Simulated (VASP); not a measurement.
# LiAl16O24 (a cell with a defect) in VASP: single point with PBE+D3(BJ)

Aim: the single point of LiAl16O24 (a cell with a defect) with PBE+D3(BJ).

Program: VASP 6.6.1. These are calculated values, not measurements. Logs are shortened: lines on timing, memory, paths and dates and some standing lists are left out, and cuts for length are marked.

## Step 1: The cell of the first run

The cell holds a defect, 41 atoms: a = 6.978 Å, b = 6.978 Å, c = 6.978 Å, α = 85.74°, β = 85.74°, γ = 85.74°.

## Step 2: Single point, PBE+D3(BJ)

INCAR

```
SYSTEM = LiAl16O24
PREC = Accurate
ENCUT = 520
EDIFF = 1E-6
ISMEAR = -1
SIGMA = 0.02
LREAL = Auto
LASPH = .TRUE.
NELM = 100
ALGO = Normal
ISIF = 2
LWAVE = .FALSE.
LCHARG = .FALSE.
GGA = PE
IVDW = 12
NBANDS = 124
NELECT = 194.0
```

KPOINTS

```
Automatic mesh
0
G
  1 1 1
  0 0 0
```

POSCAR

```
LiAl16O24
1.0
   -4.7474000000     -2.7409130000      4.3180670000
    4.7474000000     -2.7409130000      4.3180670000
    0.0000000000      5.4818250000      4.3180670000
Al O Li
16 24 1
Direct
    0.3532850522      0.3511839544      0.3531026428
    0.1486578314      0.1483666231      0.1472959380
    0.6482023547      0.6475109807      0.6469122404
    0.8527947179      0.8503290333      0.8527530510
    0.8360380633      0.8348093143      0.3354129212
    0.6406776536      0.6392016471      0.1399094540
    0.1652708273      0.1639790289      0.6645993006
    0.3608657219      0.3594026761      0.8601082219
    0.8538063347      0.3518868425      0.8518288932
    0.6480354816      0.1472434728      0.6489933683
    0.1476172038      0.6468093955      0.1481643324
    0.3534787719      0.8513763685      0.3509690449
    0.3525579452      0.8524649255      0.8525337146
    0.1497513493      0.6465896178      0.6479626123
    0.6489025527      0.1462740988      0.1474603510
    0.8517588699      0.3520305355      0.3521176681
    0.6021329392      0.4025655670      0.7504169749
    0.7434322451      0.5926890964      0.4009980243
    0.4033564240      0.7517405658      0.5957196566
    0.3993530870      0.5961398321      0.2495666599
    0.2580096003      0.4059844038      0.5989797552
    0.5981340592      0.2469687098      0.4042911002
    0.0963863030      0.9103555593      0.7466133714
    0.2473404472      0.0949506033      0.4110574820
    0.9117852981      0.2458799796      0.5956404542
    0.9051031600      0.0882972262      0.2534361798
    0.7541736979      0.9036870334      0.5889799469
    0.0896905340      0.7526851180      0.4043572265
    0.0964573170      0.4019419371      0.2523923613
    0.2511495132      0.6007206304      0.9032076549
    0.9016986935      0.7420402315      0.0933911203
    0.9050102405      0.5967195258      0.7476230439
    0.7503198465      0.3979165418      0.0967828029
    0.0997342983      0.2566163597      0.9066418719
    0.5940859703      0.9003892371      0.2427307860
    0.7531252850      0.0950570151      0.9026221236
    0.4039651840      0.2497939638      0.1014340439
    0.4073638503      0.0983711102      0.7572786604
    0.2483258485      0.9036251571      0.0973959833
    0.5975053123      0.7489375876      0.8986055981
    0.0010924144      0.9989391933      0.5000094629
```

Potentials or basis: VASP PAW PBE potentials, release 64 (Al, O, Li_sv).

Command:

```bash
$ cat potpaw_PBE.64/Al/POTCAR potpaw_PBE.64/O/POTCAR potpaw_PBE.64/Li_sv/POTCAR > POTCAR
$ mpirun -np 1 vasp_gam > vasp.out
```

OUTCAR:

```text
SYSTEM = LiAl16O24
   PREC = Accurate
   ENCUT = 520
   EDIFF = 1E-6
   ISMEAR = -1
   LREAL = Auto
   LASPH = .TRUE.
   NELM = 100
   ISIF = 2
   GGA = PE
   IVDW = 12
   NELECT = 194.0
 IVDW          = 12

 ion  position               nearest neighbor table
   1  0.353  0.351  0.353-  20 1.85  21 1.85  22 1.86  37 1.94  29 1.97  24 1.99   2 2.65   7 2.75
                            15 2.79  11 2.79   6 3.16  14 3.20  10 3.21
   2  0.149  0.148  0.147-  34 1.83  39 1.84  26 1.87  37 1.96  29 1.96  24 2.01   1 2.65  41 2.76
                            16 2.79  12 2.79   8 2.80   9 3.20  13 3.21   5 3.34   7 3.36
   3  0.648  0.648  0.647-  17 1.85  18 1.85  19 1.86  40 1.94  32 1.97  27 1.99   4 2.65   5 2.75
                             9 2.79  13 2.79   8 3.16  16 3.20  12 3.21
   4  0.853  0.850  0.853-  31 1.83  36 1.84  23 1.87  40 1.96  32 1.96  27 2.01   3 2.65  41 2.76
                            10 2.79  14 2.79   6 2.80  11 3.20  15 3.21   7 3.34   5 3.36
   5  0.836  0.835  0.335-  35 1.87  31 1.87  18 1.87  27 1.90  26 1.90  28 1.90  41 2.13   6 2.53
                            15 2.75   3 2.75  11 2.75  10 3.33   2 3.34  14 3.34  12 3.35   4 3.36
   6  0.641  0.639  0.140-  33 1.83  20 1.83  40 1.83  31 2.00  18 2.00  35 2.00   5 2.53   4 2.80
                            12 2.80  16 2.80   9 3.16   1 3.16  13 3.16
   7  0.165  0.164  0.665-  34 1.87  21 1.87  38 1.87  25 1.90  24 1.90  23 1.90  41 2.13   8 2.53
                             9 2.75   1 2.75  13 2.75  16 3.33   4 3.34  12 3.34  14 3.36   2 3.36
   8  0.361  0.359  0.860-  17 1.83  37 1.83  30 1.83  38 2.00  34 2.00  21 2.00   7 2.53   2 2.80
                            10 2.80  14 2.80  15 3.16   3 3.16  11 3.16
   9  0.854  0.352  0.852-  33 1.85  34 1.85  32 1.86  17 1.94  36 1.97  25 1.99  10 2.65   7 2.75
                             3 2.79  15 2.79   6 3.16   2 3.20  14 3.21
  10  0.648  0.147  0.649-  38 1.83  22 1.84  27 1.87  17 1.96  36 1.96  25 2.01   9 2.65  41 2.76
                            16 2.79   4 2.79   8 2.80  13 3.20   1 3.21   5 3.33   7 3.36
  11  0.148  0.647  0.148-  30 1.85  31 1.85  29 1.86  20 1.94  39 1.97  28 1.99  12 2.65   5 2.75
                            13 2.79   1 2.79   8 3.16   4 3.20  16 3.21
  12  0.353  0.851  0.351-  35 1.83  19 1.84  24 1.87  20 1.96  39 1.96  28 2.01  11 2.65  41 2.76
                             2 2.79  14 2.79   6 2.80  15 3.20   3 3.21   7 3.34   5 3.35
  13  0.353  0.852  0.853-  40 1.85  38 1.85  39 1.86  30 1.94  19 1.97  23 1.99  14 2.65   7 2.75
                             3 2.79  11 2.79   6 3.16  10 3.20   2 3.21
  14  0.150  0.647  0.648-  21 1.83  32 1.84  28 1.87  30 1.96  19 1.96  23 2.01  13 2.65  41 2.76
                             4 2.79  12 2.79   8 2.80   1 3.20   9 3.21   5 3.34   7 3.36
  15  0.649  0.146  0.147-  37 1.85  35 1.85  36 1.86  33 1.94  22 1.97  26 1.99  16 2.65   5 2.75
                             9 2.79   1 2.79   8 3.16  12 3.20   4 3.21
  16  0.852  0.352  0.352-  18 1.83  29 1.84  25 1.87  33 1.96  22 1.96  26 2.01  15 2.65  41 2.76
[... 11 lines left out ...]
  27  0.754  0.904  0.589-  10 1.87   5 1.90  41 1.94   3 1.99   4 2.01
  28  0.090  0.753  0.404-  14 1.87   5 1.90  41 1.93  11 1.99  12 2.01
  29  0.096  0.402  0.252-  16 1.84  11 1.86   2 1.96   1 1.97
  30  0.251  0.601  0.903-   8 1.83  11 1.85  13 1.94  14 1.96
  31  0.902  0.742  0.093-   4 1.83  11 1.85   5 1.87   6 2.00
  32  0.905  0.597  0.748-  14 1.84   9 1.86   4 1.96   3 1.97
  33  0.750  0.398  0.097-   6 1.83   9 1.85  15 1.94  16 1.96
  34  0.100  0.257  0.907-   2 1.83   9 1.85   7 1.87   8 2.00
  35  0.594  0.900  0.243-  12 1.83  15 1.85   5 1.87   6 2.00
  36  0.753  0.095  0.903-   4 1.84  15 1.86  10 1.96   9 1.97
  37  0.404  0.250  0.101-   8 1.83  15 1.85   1 1.94   2 1.96
  38  0.407  0.098  0.757-  10 1.83  13 1.85   7 1.87   8 2.00
  39  0.248  0.904  0.097-   2 1.84  13 1.86  12 1.96  11 1.97
  40  0.598  0.749  0.899-   6 1.83  13 1.85   3 1.94   4 1.96
  41  0.001  0.999  0.500-  28 1.93  23 1.93  24 1.93  27 1.94  26 1.94  25 1.94   5 2.13   7 2.13
                            14 2.76  12 2.76   4 2.76   2 2.76  10 2.76  16 2.76

  LATTYP: Found a trigonal (rhomboedric) cell.
 ALAT       =     6.9782596646
 COS(alpha) =     0.0743487962

  Lattice vectors:

 A1 = (  -4.7474000000,  -2.7409130000,   4.3180670000)
 A2 = (   4.7474000000,  -2.7409130000,   4.3180670000)
 A3 = (   0.0000000000,   5.4818250000,   4.3180670000)

Analysis of symmetry for initial positions (statically):
=====================================================================
 Subroutine PRICEL returns:
 Original cell was already a primitive cell.

 Routine SETGRP: Setting up the symmetry group for a
 trigonal (rhombohedral) supercell.

 Subroutine GETGRP returns: Found  1 space group operations
 (whereof  1 operations were pure point group operations)
 out of a pool of 12 trial point group operations.

The static configuration has the point symmetry C_1 .

Analysis of symmetry for dynamics (positions and initial velocities):
=====================================================================
 Subroutine PRICEL returns:
 Original cell was already a primitive cell.

 Routine SETGRP: Setting up the symmetry group for a
 trigonal (rhombohedral) supercell.

 Subroutine GETGRP returns: Found  1 space group operations
 (whereof  1 operations were pure point group operations)
 out of a pool of 12 trial point group operations.

[... 114 lines left out ...]

 Generating k-lattice:

  Cartesian coordinates                     Fractional coordinates (reciprocal lattice)
    -0.105320807 -0.060806996  0.077195030     1.000000000  0.000000000  0.000000000
     0.105320807 -0.060806996  0.077195030     0.000000000  1.000000000  0.000000000
     0.000000000  0.121613993  0.077195044    -0.000000000 -0.000000000  1.000000000

  Length of vectors
     0.144045257  0.144045257  0.144045264

  Shift w.r.t. Gamma in fractional coordinates (k-lattice)
     0.000000000  0.000000000  0.000000000

 Subroutine IBZKPT returns following result:
 ===========================================

 Found      1 irreducible k-points:

 Following reciprocal coordinates:
            Coordinates               Weight
  0.000000  0.000000  0.000000      1.000000
   k-points           NKPTS =      1   k-points in BZ     NKDIM =      1   number of bands    NBANDS=    124
   number of dos      NEDOS =    301   number of ions     NIONS =     41
   total plane-waves  NPLWV = 157464
   dimension x,y,z NGX =    54 NGY =   54 NGZ =   54
   dimension x,y,z NGXF=   108 NGYF=  108 NGZF=  108
   ions per type =              16  24   1
   NGX,Y,Z   is equivalent  to a cutoff of  12.86, 12.86, 12.86 a.u.
   NGXF,Y,Z  is equivalent  to a cutoff of  25.73, 25.73, 25.73 a.u.
 SYSTEM =  LiAl16O24
   PREC   = accura    normal or accurate (medium, high low for compatibility)
   ISTART =      0    job   : 0-new  1-cont  2-samecut
   ICHARG =      2    charge: 1-file 2-atom 10-const
   ISPIN  =      1    spin polarized calculation?
   LNONCOLLINEAR =      F non collinear calculations
   LSORBIT =      F    spin-orbit coupling
   LASPH  =      T    aspherical Exc in radial PAW
   ENCUT  =  520.0 eV  38.22 Ry    6.18 a.u.  12.97 12.97 12.97*2*pi/ulx,y,z
   NELM   =    100;   NELMIN=  2; NELMDL= -5     # of ELM steps
   EDIFF  = 0.1E-05   stopping-criterion for ELM
   LREAL  =      T    real-space projection
   EDIFFG = 0.1E-04   stopping-criterion for IOM
   NSW    =      0    number of steps for IOM
   IBRION =     -1    ionic relax: 0-MD 1-quasi-New 2-CG
   NFREE  =      0    steps in history (QN), initial steepest desc. (CG)
   ISIF   =      2    stress and relaxation
   ISYM   =      2    0-nonsym 1-usesym 2-fastsym
   POTIM  = 0.5000    time-step for ionic-motion
   TEBEG  =    0.0;   TEEND  =   0.0 temperature during run
   PSTRESS=    0.0 pullay stress
   NELECT =     194.0000    total number of electrons
   NUPDOWN=      -1.0000    fix difference up-down
   EMIN   =  10.00;   EMAX   =-10.00  energy-range for DOS
   EFERMI =   0.00;   METHOD = LEGACY
   ISMEAR =    -1;   SIGMA  =   0.02  broadening in eV -4-tet -1-fermi 0-gaus
   EFERMI_NEDOS =   21; number of points for ismear=-14 and -15
   IALGO  =     38    algorithm
   IMIX   =      4    mixing-type and parameters
     AMIX     =   0.40;   BMIX     =  1.00
     AMIX_MAG =   1.60;   BMIX_MAG =  1.00
  volume/ion in A,a.u.               =       8.22        55.49
  Fermi-wavevector in a.u.,A,eV,Ry     =   1.361690  2.573221 25.227911  1.854199
  Thomas-Fermi vector in A             =   2.488244
   LORBIT       =      0    0 simple, 1 ext, 2 COOP (PROOUT), +10 PAW based schemes
   GGA     = PE    functional components
   LHFCALC =     F    Hartree Fock is set to
   AEXX    =    0.0000 exact exchange contribution
   IVDW    =    12    specifies the selected vdW correction
   LEPSILON=     F    determine dielectric tensor
   LRPA    =     F    only Hartree local field effects (RPA)
 non-spin polarized calculation
  energy-cutoff  :      520.00
  volume of cell :      337.13
 maximum number of plane-waves:      4518
 NGX is ok and might be reduce to    50
   NGX = 25   NGY = 25   NGZ = 25

 number of electron     193.9999973 magnetization

 Free energy of the ion-electron system (eV)
  ---------------------------------------------------
  ext. energy  EPLUGINS =         0.00000000
  ---------------------------------------------------
  free energy    TOTEN  =      -309.49236714 eV

  energy without entropy =     -309.49236714  energy(sigma->0) =     -309.49236714

 E-fermi :   6.9404     XC(G=0): -11.7697

 val. band max:        6.3883691827   @ k =   0.0000   0.0000   0.0000
 cond. band min:      12.7419471862   @ k =   0.0000   0.0000   0.0000
 fundamental gap:      6.3535780035
 Fermi energy:         6.9403750450

 k-point     1 :       0.0000    0.0000    0.0000
  band No.  band energies     occupation
      1     -36.4024      2.00000
      2     -12.9225      2.00000
      3     -11.8664      2.00000
      4     -11.6957      2.00000
      5     -11.6955      2.00000
      6     -11.1316      2.00000
[... 101 lines left out ...]
    108      16.6330      0.00000
    109      16.7223      0.00000
 [bands above 109 left out]

------------------------ aborting loop because EDIFF is reached ----------------------------------------

 Edisp (eV)  -10.14738

 E8    (eV) :    -3.8459

  FORCE on cell =-STRESS in cart. coord.  units (eV):
  Direction    XX          YY          ZZ          XY          YZ          ZX
  --------------------------------------------------------------------------------------
  -------------------------------------------------------------------------------------
  Total      -1.76613    -1.76787    11.07690     0.00130     0.00174    -0.00003
  in kB      -8.39347    -8.40172    52.64258     0.00620     0.00825    -0.00013
  external pressure =       11.95 kB  Pullay stress =        0.00 kB

 VOLUME and BASIS-vectors are now :
 -----------------------------------------------------------------------------
  energy-cutoff  :      520.00
  volume of cell :      337.13
      direct lattice vectors                 reciprocal lattice vectors
    -4.747400000 -2.740913000  4.318067000    -0.105320807 -0.060806996  0.077195030
     4.747400000 -2.740913000  4.318067000     0.105320807 -0.060806996  0.077195030
     0.000000000  5.481825000  4.318067000     0.000000000  0.121613993  0.077195044

 POSITION                                       TOTAL-FORCE (eV/Angst)
 -----------------------------------------------------------------------------------
     -0.00997      0.00476      4.56667         0.000535      0.004769      0.041821
     -0.00138     -0.00667      1.91861         0.001061     -0.026533     -0.001844
     -0.00328     -0.00518      8.38839         0.002443     -0.002006     -0.042584
     -0.01171      0.00653     11.03645        -0.000902      0.026441     -0.000158
     -0.00583     -2.74097      8.66317        -0.007921      0.000698     -0.023697
     -0.00701     -2.74108      6.13074         0.001679      0.001107     -0.007841
[... 33 lines left out ...]
      0.71891      1.23552      9.69427        -0.007210      0.014989      0.026897
      4.73718     -0.00004      6.47728         0.012813     -0.000578      0.001489
 -----------------------------------------------------------------------------------
    total drift:                               -0.007572     -0.003940      0.006541

  FREE ENERGIE OF THE ION-ELECTRON SYSTEM (eV)
  ---------------------------------------------------
  free  energy   TOTEN  =      -319.6397436356 eV

  energy  without entropy=     -319.6397436356  energy(sigma->0) =     -319.63974364
```

Wall time 57 s (1 thread of Intel Xeon Platinum 8488C (Sapphire Rapids), shared host); peak memory 0.36 GiB.

Results:

| Quantity | Value |
| --- | --- |
| Free energy | -319.6397 eV |
| Largest force | 0.043 eV/Å |
| Dispersion energy per atom | -0.247 eV |

Forces on the atoms (eV/Å):
```
Al   0.001  0.005  0.042
Al   0.001 -0.027 -0.002
Al   0.002 -0.002 -0.043
Al  -0.001  0.026  0.000
Al  -0.008  0.001 -0.024
Al   0.002  0.001 -0.008
Al  -0.003 -0.002  0.027
Al   0.001 -0.002  0.005
Al  -0.007 -0.001  0.043
Al   0.026  0.013  0.000
Al   0.004  0.001 -0.043
Al  -0.023 -0.014  0.001
Al   0.003 -0.002  0.042
Al  -0.028  0.012 -0.002
Al  -0.006  0.003 -0.041
Al   0.026 -0.015 -0.002
O    0.006  0.013 -0.026
O    0.002  0.007  0.016
O    0.017 -0.021 -0.015
O   -0.013 -0.009  0.022
O    0.002 -0.006 -0.014
O   -0.019  0.021  0.012
O   -0.009  0.023 -0.025
O   -0.015 -0.023 -0.025
O    0.026  0.000 -0.025
O    0.012 -0.022  0.026
O    0.013  0.021  0.024
O   -0.024  0.003  0.025
O    0.010  0.028 -0.013
O   -0.017  0.006 -0.022
O   -0.006 -0.008  0.015
O   -0.010 -0.027  0.014
O    0.015 -0.005  0.027
O    0.007  0.006 -0.012
O    0.008 -0.003  0.012
O   -0.026 -0.006 -0.013
O    0.001 -0.017 -0.027
O   -0.007  0.005 -0.014
O    0.028  0.005  0.014
O   -0.007  0.015  0.027
Li   0.013 -0.001  0.001
```

Caveat: the k points lie up to 0.91 Å⁻¹ apart, too coarse for converged energies, forces and pressures; the cell carries a net charge on a neutralising background, which shifts energy and pressure; the cell is charged against a uniform background, so pressure and absolute levels hang on convention; the cutoff is under 1.25 times the usual one of these potentials, so pressure, stress and relaxed cells hold a basis-set (Pulay) error.
